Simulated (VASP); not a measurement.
# Sn4H10 in VASP: relaxation of the atoms with PBE

Aim: the relaxation of the atoms of Sn4H10 with PBE.

Program: VASP 6.6.1. These are calculated values, not measurements. Logs are shortened: lines on timing, memory, paths and dates and some standing lists are left out, and cuts for length are marked.

## 1. The cell of the first run

The cell holds a cluster in a box, 14 atoms: a = 15.000 Å, b = 13.600 Å, c = 13.900 Å, α = 90.00°, β = 90.00°, γ = 90.00°.

## 2. Relaxation of the atoms, PBE

INCAR

```
  PREC = Accurate
  ENCUT = 520
  EDIFF = 1E-7
  ISMEAR = 0
  SIGMA = 0.05
  LREAL = F
  LASPH = T
  NELM = 60
  ALGO = Normal
  ISIF = 2
  LWAVE = F
  LCHARG = F
  GGA = PE
  IBRION = 2
  NSW = 60
  EDIFFG = -0.03
```

KPOINTS

```
regular mesh
0
Gamma
  1 1 1
```

POSCAR

```
Sn2H5
1.0
   15.0000000000      0.0000000000      0.0000000000
    0.0000000000     13.6000000000      0.0000000000
    0.0000000000      0.0000000000     13.9000000000
Sn H
4 10
Direct
    0.4445445875      0.5000000000      0.3803120592
    0.5554554125      0.6223281159      0.5000000000
    0.6663662376      0.5000000000      0.6196879408
    0.3336337624      0.3776718841      0.5000000000
    0.5107474183      0.4269821718      0.3088701554
    0.3783417566      0.5730178282      0.3088701554
    0.4892525817      0.6953459441      0.5714419038
    0.6216582434      0.6953459441      0.4285580962
    0.6001634068      0.4269821718      0.6911298446
    0.7325690685      0.4269821718      0.5482460369
    0.7325690685      0.5730178282      0.6911298446
    0.3998365932      0.3046540559      0.5714419038
    0.2674309315      0.4506897122      0.5714419038
    0.2674309315      0.3046540559      0.4285580962
```

Potentials or basis: VASP PAW PBE potentials, release 64 (Sn_d, H).

Command:

```bash
$ cat potpaw_PBE.64/Sn_d/POTCAR potpaw_PBE.64/H/POTCAR > POTCAR
$ mpirun -np 1 vasp_gam > vasp.out
```

OUTCAR:

```text
PREC = Accurate
   ENCUT = 520
   EDIFF = 1E-7
   ISMEAR = 0
   LREAL = F
   LASPH = T
   NELM = 60
   ISIF = 2
   GGA = PE
   IBRION = 2
   NSW = 60
   EDIFFG = -0.03

 ion  position               nearest neighbor table
   1  0.445  0.500  0.380-   5 1.72   6 1.72   2 2.88   4 2.88
   2  0.555  0.622  0.500-   7 1.72   8 1.72   1 2.88   3 2.88
   3  0.666  0.500  0.620-   9 1.72  11 1.72  10 1.72   2 2.88
   4  0.334  0.378  0.500-  12 1.72  13 1.72  14 1.72   1 2.88
   5  0.511  0.427  0.309-   1 1.72
   6  0.378  0.573  0.309-   1 1.72
   7  0.489  0.695  0.571-   2 1.72
   8  0.622  0.695  0.429-   2 1.72
   9  0.600  0.427  0.691-   3 1.72
  10  0.733  0.427  0.548-   3 1.72
  11  0.733  0.573  0.691-   3 1.72
  12  0.400  0.305  0.571-   4 1.72
  13  0.267  0.451  0.571-   4 1.72
  14  0.267  0.305  0.429-   4 1.72

  LATTYP: Found a simple orthorhombic cell.
 ALAT       =    13.6000000000
 B/A-ratio  =     1.0220588235
 C/A-ratio  =     1.1029411765

  Lattice vectors:

 A1 = (   0.0000000000,  13.6000000000,   0.0000000000)
 A2 = (   0.0000000000,   0.0000000000,  13.9000000000)
 A3 = (  15.0000000000,   0.0000000000,   0.0000000000)

Analysis of symmetry for initial positions (statically):
=====================================================================
 Subroutine PRICEL returns:
 Original cell was already a primitive cell.

 Routine SETGRP: Setting up the symmetry group for a
 simple orthorhombic supercell.

 Subroutine GETGRP returns: Found  1 space group operations
 (whereof  1 operations were pure point group operations)
 out of a pool of  8 trial point group operations.

The static configuration has the point symmetry C_1 .

Analysis of symmetry for dynamics (positions and initial velocities):
=====================================================================
 Subroutine PRICEL returns:
 Original cell was already a primitive cell.

 Routine SETGRP: Setting up the symmetry group for a
 simple orthorhombic supercell.

 Subroutine GETGRP returns: Found  1 space group operations
 (whereof  1 operations were pure point group operations)
 out of a pool of  8 trial point group operations.

The dynamic configuration has the point symmetry C_1 .

 Subroutine INISYM returns: Found  1 space group operations
 (whereof  1 operations are pure point group operations),
 and found     1 'primitive' translations

----------------------------------------------------------------------------------------

                                     Primitive cell

  volume of cell :    2835.6000

  direct lattice vectors                    reciprocal lattice vectors
    15.000000000  0.000000000  0.000000000     0.066666667  0.000000000  0.000000000
     0.000000000 13.600000000  0.000000000     0.000000000  0.073529412  0.000000000
     0.000000000  0.000000000 13.900000000     0.000000000  0.000000000  0.071942446

  length of vectors
    15.000000000 13.600000000 13.900000000     0.066666667  0.073529412  0.071942446

  position of ions in fractional coordinates (direct lattice)
     0.444544587  0.500000000  0.380312059
     0.555455413  0.622328116  0.500000000
     0.666366238  0.500000000  0.619687941
     0.333633762  0.377671884  0.500000000
     0.510747418  0.426982172  0.308870155
     0.378341757  0.573017828  0.308870155
     0.489252582  0.695345944  0.571441904
     0.621658243  0.695345944  0.428558096
     0.600163407  0.426982172  0.691129845
     0.732569068  0.426982172  0.548246037
     0.732569068  0.573017828  0.691129845
     0.399836593  0.304654056  0.571441904
     0.267430932  0.450689712  0.571441904
     0.267430932  0.304654056  0.428558096

  ion indices of the primitive-cell ions
   primitive index   ion index
                 1           1
                 2           2
                 3           3
                 4           4
                 5           5
                 6           6
                 7           7
                 8           8
                 9           9
                10          10
                11          11
                12          12
                13          13
                14          14

----------------------------------------------------------------------------------------

 KPOINTS: regular mesh

Automatic generation of k-mesh.
 Grid dimensions read from file:
 generate k-points for:    1    1    1

 Generating k-lattice:

  Cartesian coordinates                     Fractional coordinates (reciprocal lattice)
     0.066666667  0.000000000  0.000000000     1.000000000  0.000000000  0.000000000
     0.000000000  0.073529412  0.000000000     0.000000000  1.000000000  0.000000000
     0.000000000  0.000000000  0.071942446     0.000000000  0.000000000  1.000000000

  Length of vectors
     0.066666667  0.073529412  0.071942446

  Shift w.r.t. Gamma in fractional coordinates (k-lattice)
     0.000000000  0.000000000  0.000000000

 Subroutine IBZKPT returns following result:
 ===========================================

 Found      1 irreducible k-points:

 Following reciprocal coordinates:
            Coordinates               Weight
  0.000000  0.000000  0.000000      1.000000
   k-points           NKPTS =      1   k-points in BZ     NKDIM =      1   number of bands    NBANDS=     41
   number of dos      NEDOS =    301   number of ions     NIONS =     14
   total plane-waves  NPLWV = ******
   dimension x,y,z NGX =   112 NGY =  108 NGZ =  108
   dimension x,y,z NGXF=   224 NGYF=  216 NGZF=  216
   ions per type =               4  10
   NGX,Y,Z   is equivalent  to a cutoff of  12.41, 13.20, 12.92 a.u.
   NGXF,Y,Z  is equivalent  to a cutoff of  24.83, 26.40, 25.83 a.u.
 SYSTEM =  unknown system
   PREC   = accura    normal or accurate (medium, high low for compatibility)
   ISTART =      0    job   : 0-new  1-cont  2-samecut
   ICHARG =      2    charge: 1-file 2-atom 10-const
   ISPIN  =      1    spin polarized calculation?
   LNONCOLLINEAR =      F non collinear calculations
   LSORBIT =      F    spin-orbit coupling
   LASPH  =      T    aspherical Exc in radial PAW
   ENCUT  =  520.0 eV  38.22 Ry    6.18 a.u.  27.89 25.29 25.84*2*pi/ulx,y,z
   NELM   =     60;   NELMIN=  2; NELMDL= -5     # of ELM steps
   EDIFF  = 0.1E-06   stopping-criterion for ELM
   LREAL  =      F    real-space projection
   EDIFFG = -.3E-01   stopping-criterion for IOM
   NSW    =     60    number of steps for IOM
   IBRION =      2    ionic relax: 0-MD 1-quasi-New 2-CG
   NFREE  =      1    steps in history (QN), initial steepest desc. (CG)
   ISIF   =      2    stress and relaxation
   ISYM   =      2    0-nonsym 1-usesym 2-fastsym
   POTIM  = 0.5000    time-step for ionic-motion
   TEBEG  =    0.0;   TEEND  =   0.0 temperature during run
   PSTRESS=    0.0 pullay stress
   NELECT =      66.0000    total number of electrons
   NUPDOWN=      -1.0000    fix difference up-down
   EMIN   =  10.00;   EMAX   =-10.00  energy-range for DOS
   EFERMI =   0.00;   METHOD = LEGACY
   ISMEAR =     0;   SIGMA  =   0.05  broadening in eV -4-tet -1-fermi 0-gaus
   EFERMI_NEDOS =   21; number of points for ismear=-14 and -15
   IALGO  =     38    algorithm
   IMIX   =      4    mixing-type and parameters
     AMIX     =   0.40;   BMIX     =  1.00
     AMIX_MAG =   1.60;   BMIX_MAG =  1.00
  volume/ion in A,a.u.               =     202.54      1366.83
  Fermi-wavevector in a.u.,A,eV,Ry     =   0.467421  0.883297  2.972628  0.218482
  Thomas-Fermi vector in A             =   1.457833
   LORBIT       =      0    0 simple, 1 ext, 2 COOP (PROOUT), +10 PAW based schemes
   GGA     = PE    functional components
   LHFCALC =     F    Hartree Fock is set to
   AEXX    =    0.0000 exact exchange contribution
   IVDW    =     0    specifies the selected vdW correction
   LEPSILON=     F    determine dielectric tensor
   LRPA    =     F    only Hartree local field effects (RPA)
 conjugate gradient relaxation of ions
 non-spin polarized calculation
 Gauss-broadening in eV      SIGMA  =   0.05
  energy-cutoff  :      520.00
  volume of cell :     2835.60
 maximum number of plane-waves:     38178
 NGX is ok and might be reduce to   112
   NGX = 55   NGY = 51   NGZ = 51

--------------------------------------- Ionic step        1  -------------------------------------------

 number of electron      65.9999985 magnetization

 Free energy of the ion-electron system (eV)
  ---------------------------------------------------
  ext. energy  EPLUGINS =         0.00000000
  ---------------------------------------------------
  free energy    TOTEN  =       -45.46856283 eV

  energy without entropy =      -45.46856283  energy(sigma->0) =      -45.46856283

------------------------ aborting loop because EDIFF is reached ----------------------------------------

  FORCE on cell =-STRESS in cart. coord.  units (eV):
  Direction    XX          YY          ZZ          XY          YZ          ZX
  --------------------------------------------------------------------------------------
  -------------------------------------------------------------------------------------
  Total       -0.9959485     -1.1201024     -1.1240899     -0.2830228      0.3635486     -0.2826778
  in kB       -0.5627331     -0.6328829     -0.6351359     -0.1599142      0.2054131     -0.1597193
  external PRESSURE =      -0.6102506 kB  Pullay stress =       0.0000000 kB

 VOLUME and BASIS-vectors are now :
 -----------------------------------------------------------------------------
  energy-cutoff  :      520.00
  volume of cell :     2835.60
      direct lattice vectors                 reciprocal lattice vectors
    15.000000000  0.000000000  0.000000000     0.066666667  0.000000000  0.000000000
     0.000000000 13.600000000  0.000000000     0.000000000  0.073529412  0.000000000
     0.000000000  0.000000000 13.900000000     0.000000000  0.000000000  0.071942446
[... 294 lines left out ...]
      5.02892      5.16088      6.91963         0.014295      0.018965      0.003809
      7.64567      5.82349      4.30586        -0.001408      0.006758      0.023727
      5.68822      7.77821      4.30064        -0.003516      0.015602      0.008789
      7.35432      9.44415      7.92651         0.001366     -0.023618     -0.006807
      9.31179      9.44937      5.97180         0.003447     -0.008609     -0.015621
      9.01374      5.81560      9.59714        -0.019546      0.000701      0.001635
     10.97917      5.81541      7.63236         0.003941     -0.001658     -0.016751
     10.98364      7.78195      9.60188         0.012604      0.034259      0.012829
      5.98625      4.15287      7.93439         0.019845     -0.001956     -0.000328
      4.02083      6.11761      7.93456        -0.004067      0.016869      0.001741
      4.01634      4.14811      5.96804        -0.011962     -0.012157     -0.033617
 -----------------------------------------------------------------------------------
    total drift:                                0.000543      0.000011     -0.000412

  FREE ENERGIE OF THE ION-ELECTRON SYSTEM (eV)
  ---------------------------------------------------
  free  energy   TOTEN  =       -45.5283093419 eV

  energy  without entropy=      -45.5283093419  energy(sigma->0) =      -45.52830934

--------------------------------------- Ionic step        8  -------------------------------------------

 number of electron      65.9999998 magnetization

 Free energy of the ion-electron system (eV)
  ---------------------------------------------------
  ext. energy  EPLUGINS =         0.00000000
  ---------------------------------------------------
  free energy    TOTEN  =       -45.52834041 eV

  energy without entropy =      -45.52834041  energy(sigma->0) =      -45.52834041

 E-fermi :  -5.5824     XC(G=0):  -1.1238

 val. band max:       -5.8125283172   @ k =   0.0000   0.0000   0.0000
 cond. band min:      -1.5661129792   @ k =   0.0000   0.0000   0.0000
 fundamental gap:      4.2464153380
 Fermi energy:        -5.5824185814

 k-point     1 :       0.0000    0.0000    0.0000
  band No.  band energies     occupation
      1     -25.3774      2.00000
      2     -25.3416      2.00000
      3     -25.3319      2.00000
      4     -25.2384      2.00000
      5     -25.2339      2.00000
      6     -25.2164      2.00000
[... 56 lines left out ...]
 -----------------------------------------------------------------------------------
      6.66789      6.80555      5.33738        -0.003126     -0.011156      0.019824
      8.33210      8.41265      6.94443         0.003213     -0.019789      0.010661
      9.97065      6.83054      8.58865        -0.003386     -0.007614     -0.006991
      5.02941      5.16137      6.91947         0.002897      0.006659      0.007128
      7.64570      5.82344      4.30564         0.000253      0.004441      0.021494
      5.68806      7.77830      4.30036        -0.002035      0.013409      0.010385
      7.35429      9.44437      7.92656        -0.000318     -0.021378     -0.004479
      9.31195      9.44964      5.97170         0.001984     -0.010194     -0.013456
      9.01371      5.81530      9.59745        -0.017112      0.004257     -0.002295
     10.97943      5.81515      7.63233         0.000169      0.001763     -0.014690
     10.98398      7.78204      9.60223         0.005757      0.028280      0.005946
      5.98628      4.15257      7.93468         0.017321      0.002033     -0.003978
      4.02056      6.11764      7.93483        -0.000292      0.014767     -0.001724
      4.01600      4.14777      5.96796        -0.005324     -0.005476     -0.027826
 -----------------------------------------------------------------------------------
    total drift:                                0.000605     -0.000174     -0.000099

  FREE ENERGIE OF THE ION-ELECTRON SYSTEM (eV)
  ---------------------------------------------------
  free  energy   TOTEN  =       -45.5283404140 eV

  energy  without entropy=      -45.5283404140  energy(sigma->0) =      -45.52834041

 reached required accuracy - stopping structural energy minimisation
```

Run time: 52 min. Hardware: 1 thread of AMD EPYC 7R43 (Zen 3), shared host; peak memory 1.8 GiB.

Results:

| Quantity | Value |
| --- | --- |
| Free energy | -45.5283 eV |
| Energy gained by relaxing | 4.3 meV/atom |
| Ionic steps | 8 |
| Largest force after relaxing | 0.029 eV/Å |
| Gap between the frontier levels | 4.25 eV |

Forces in eV/Å, atoms in the order of the input:
```
Sn  -0.003 -0.011  0.020
Sn   0.003 -0.020  0.011
Sn  -0.003 -0.008 -0.007
Sn   0.003  0.007  0.007
H    0.000  0.004  0.021
H   -0.002  0.013  0.010
H    0.000 -0.021 -0.004
H    0.002 -0.010 -0.013
H   -0.017  0.004 -0.002
H    0.000  0.002 -0.015
H    0.006  0.028  0.006
H    0.017  0.002 -0.004
H    0.000  0.015 -0.002
H   -0.005 -0.005 -0.028
```

The path:
```csv
step,energy change (eV),largest force (eV/Å),pressure (GPa)
1,0.0000,0.6837,-0.06
2,-0.0414,0.2115,-0.08
3,-0.0416,0.2306,-0.08
4,-0.0522,0.1438,-0.06
5,-0.0588,0.0726,-0.02
6,-0.0589,0.0830,-0.02
7,-0.0597,0.0387,-0.01
8,-0.0598,0.0295,-0.01
```

Final structure:
```cif
data_structure
_symmetry_space_group_name_H-M 'P 1'
_symmetry_Int_Tables_number 1
_cell_length_a 15.0000
_cell_length_b 13.6000
_cell_length_c 13.9000
_cell_angle_alpha 90.000
_cell_angle_beta 90.000
_cell_angle_gamma 90.000
_cell_volume 2835.60
loop_
_atom_site_label
_atom_site_type_symbol
_atom_site_fract_x
_atom_site_fract_y
_atom_site_fract_z
_atom_site_occupancy
Sn1 Sn 0.44453 0.50041 0.38398 1
Sn2 Sn 0.55547 0.61858 0.49960 1
Sn3 Sn 0.66471 0.50225 0.61789 1
Sn4 Sn 0.33529 0.37951 0.49780 1
H1 H 0.50971 0.42819 0.30976 1
H2 H 0.37920 0.57193 0.30938 1
H3 H 0.49029 0.69444 0.57026 1
H4 H 0.62080 0.69483 0.42962 1
H5 H 0.60091 0.42760 0.69046 1
H6 H 0.73196 0.42758 0.54909 1
H7 H 0.73227 0.57221 0.69081 1
H8 H 0.39909 0.30534 0.57084 1
H9 H 0.26804 0.44983 0.57085 1
H10 H 0.26773 0.30498 0.42935 1
```

Caveat: spin-orbit coupling is left out, which moves the levels of the heavy elements.
